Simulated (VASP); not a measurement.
Fe:

```
Fe
1.0
    -1.44300    1.44300    1.44300
     1.44300   -1.44300    1.44300
     1.44300    1.44300   -1.44300
Fe
1
Cartesian
  0.0000 0.0000 0.0000
```

* Program: VASP 6.6.1
* Task: relaxation of cell and atoms
* Functional: PBE
* Potentials or basis: VASP PAW PBE potentials, release 64 (Fe)
* Cutoff: 600 eV
* k mesh: 13 × 13 × 13
* Occupations: fermi-dirac, width 0.05 eV
* Spin: collinear spin, ferromagnetic start
* Starting moments: [3.0] μB

At the start: pressure -9.2 GPa; volume 12.02 Å³/atom.

Where does the relaxation end?

Over 3 steps the energy falls by 23.4 meV/atom and the volume is 11.29 Å³/atom (-6.1 %); space group Im-3m (No. 229, to 0.05 Å); moment 2.13 μB per cell.

Step by step:
```csv
step,energy change (eV),largest force (eV/Å),pressure (GPa),volume (Å³)
1,0.0000,0.0000,-9.19,12.02
2,-0.0123,0.0000,8.62,10.86
3,-0.0234,0.0000,0.08,11.29
```

Final structure:
```xyz
1
Lattice="-1.4133 1.4133 1.4133 1.4133 -1.4133 1.4133 1.4133 1.4133 -1.4133" Properties=species:S:1:pos:R:3 pbc="T T T"
Fe    0.0000    0.0000    0.0000
```
